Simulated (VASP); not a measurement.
Wanted: the native input for a VASP 6.6.1 run.

| Quantity | Value |
| --- | --- |
| Task | single point |
| Functional | r2SCAN |
| Potentials or basis | VASP PAW PBE potentials, release 64 (Ti_sv, O) |
| Cutoff | 520 eV |
| k mesh | 8 × 8 × 8 |
| Occupations | gaussian, width 0.02 eV |
| Spin | no spin polarisation |
| Dipole correction | no |
| Further INCAR settings | ALGO = Normal; EDIFF = 1e-06; NBANDS = 33 |

The system is TiO2.

```xyz
6
Lattice="-1.8674 1.8674 4.4617 1.8674 -1.8674 4.4617 1.8674 1.8674 -4.4617" Properties=species:S:1:pos:R:3 pbc="T T T"
Ti    0.0000    0.0000    0.0000
Ti    0.0000    1.8674    2.2309
O     0.0000    0.0000    1.9355
O     0.0000    1.8674    4.1663
O     0.0000    1.8674    0.2954
O     0.0000    0.0000    6.9880
```

These files were run (other wordings do the same):

POSCAR

```
TiO2
1.0
   -1.8674065680      1.8674065680      4.4617300953
    1.8674065680     -1.8674065680      4.4617300953
    1.8674065680      1.8674065680     -4.4617300953
Ti O
2 4
Direct
    0.0000000000      0.0000000000      0.0000000000
    0.7500000000      0.2500000000      0.5000000000
    0.2168954652      0.2168954652      0.0000000000
    0.9668954652      0.4668954652      0.5000000000
    0.5331045348      0.0331045348      0.5000000000
    0.7831045348      0.7831045348      0.0000000000
```

INCAR.step1

```
PREC = Accurate
ENCUT = 520
ISMEAR = 0
SIGMA = 0.02
LREAL = F
LASPH = T
NELM = 60
NBANDS = 33
GGA = PE
ALGO = Normal
EDIFF = 1E-4
LWAVE = T
LCHARG = F
```

INCAR.step2

```
PREC = Accurate
ENCUT = 520
EDIFF = 1E-6
ISMEAR = 0
SIGMA = 0.02
LREAL = F
LASPH = T
NELM = 60
ALGO = Normal
ISIF = 2
LWAVE = F
LCHARG = F
METAGGA = R2SCAN
LMIXTAU = T
NBANDS = 33
ISTART = 1
```

KPOINTS

```
Automatic mesh
0
Gamma
  8 8 8
```

Potentials or basis: VASP PAW PBE potentials, release 64 (Ti_sv, O).

The run is started by

```console
$ cat potpaw_PBE.64/Ti_sv/POTCAR potpaw_PBE.64/O/POTCAR > POTCAR
$ cp INCAR.step1 INCAR
$ mpirun -np 1 vasp_std > vasp.out
$ cp INCAR.step2 INCAR
$ mpirun -np 1 vasp_std > vasp.out
```

It gave:

```yaml
Pressure: 21.2 GPa
Largest_force: 0.045 eV/Å
Band_gap_on_the_k_mesh: 2.40 eV (least direct gap 2.97 eV)
```

Caveat: the cell stands under pressure; the PAW data sets were made with another functional, which shifts forces and pressure a little.

Wall time 5.6 min on 1 thread of Intel(R) Xeon(R) 6975P-C (Granite Rapids), with other jobs on the host, peak memory 0.31 GiB.
